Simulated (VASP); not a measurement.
Here is a VASP 6.6.1 calculation.

File INCAR:

```
PREC = Accurate ; ENCUT = 520
EDIFF = 1E-6 ; ISMEAR = 0
SIGMA = 0.15 ; LREAL = False
LASPH = True ; NELM = 80
ALGO = Fast ; ISIF = 2
LWAVE = False ; LCHARG = False
GGA = PS ; NBANDS = 24
```

The input KPOINTS:

```
regular mesh
0
Gamma
  12 12 10
```

Contents of POSCAR:

```
Al3Cu2
1.0
    4.0985856014      0.0000000000      0.0000000000
   -2.0492928007      3.5494792504      0.0000000000
    0.0000000000      0.0000000000      4.9821008425
Al Cu
3 2
Direct
    0.0000000000      0.0000000000      0.0000000000
    0.3446025921      0.6892051841      0.3515059809
    0.6666666667      0.3333333333      0.6484940191
    0.3333333333      0.6666666667      0.8422899817
    0.6666666667      0.3333333333      0.1577100183
```

Potentials or basis: VASP PAW PBE potentials, release 64 (Al, Cu).

Command:

```console
$ cat potpaw_PBE.64/Al/POTCAR potpaw_PBE.64/Cu/POTCAR > POTCAR
$ mpirun -np 1 vasp_std > vasp.out
```

(1) What does it give for the largest force?

(2) Predict the pressure.

Answers

(1) 0.421 eV/Å.

(2) 0.6 GPa.

Caveat: the cell differs from its parent crystal (atom 2 (Al) moved +0.080 Å along Cartesian [0 1 0]); the PAW data sets were made with another functional, which shifts forces and pressure a little.
